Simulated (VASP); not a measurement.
Here is a VASP 6.6.1 calculation.

Contents of INCAR:

```
SYSTEM = InAs
ALGO = Normal
EDIFF = 1E-6
EDIFFG = -0.001
ENCUT = 600
GGA = PE
IBRION = 2
ISIF = 3
ISMEAR = -1
LASPH = .TRUE.
LCHARG = .FALSE.
LREAL = .FALSE.
LWAVE = .FALSE.
NELM = 60
NSW = 80
PREC = Accurate
PSTRESS = -10.0
SIGMA = 0.15
```

KPOINTS

```
k-points
0
G
  12 12 12
  0 0 0
```

POSCAR

```
InAs
1.0
    0.0000000000      3.0937808094      3.0937808094
    3.0937808094      0.0000000000      3.0937808094
    3.0937808094      3.0937808094      0.0000000000
In As
1 1
Direct
    0.0000000000      0.0000000000      0.0000000000
    0.7500000000      0.7500000000      0.7500000000
```

Potentials or basis: VASP PAW PBE potentials, release 64 (In_d, As).

Run with:

```bash
$ cat potpaw_PBE.64/In_d/POTCAR potpaw_PBE.64/As/POTCAR > POTCAR
$ mpirun -np 1 vasp_std > vasp.out
```

Q: What does it give for the relaxed volume?

A: 30.30 Å³/atom.

Q: Predict the band gap on the k mesh.

A: Zero (filled and empty bands touch).

Step by step:
```tsv
step	energy change (eV)	largest force (eV/Å)	pressure (GPa)	volume (Å³)
1	0.0000	0.0000	0.06	59.22
2	0.0064	0.0000	-1.23	60.92
3	0.0041	0.0000	-1.00	60.60
```

Caveat: the cell is relaxed towards a set pressure, so the run minimises the enthalpy, not the energy; semilocal functionals underestimate gaps, so a narrow gap can read as zero; spin-orbit coupling is left out, which moves the levels of the heavy elements. Zero-point motion and thermal expansion aren't in these numbers.
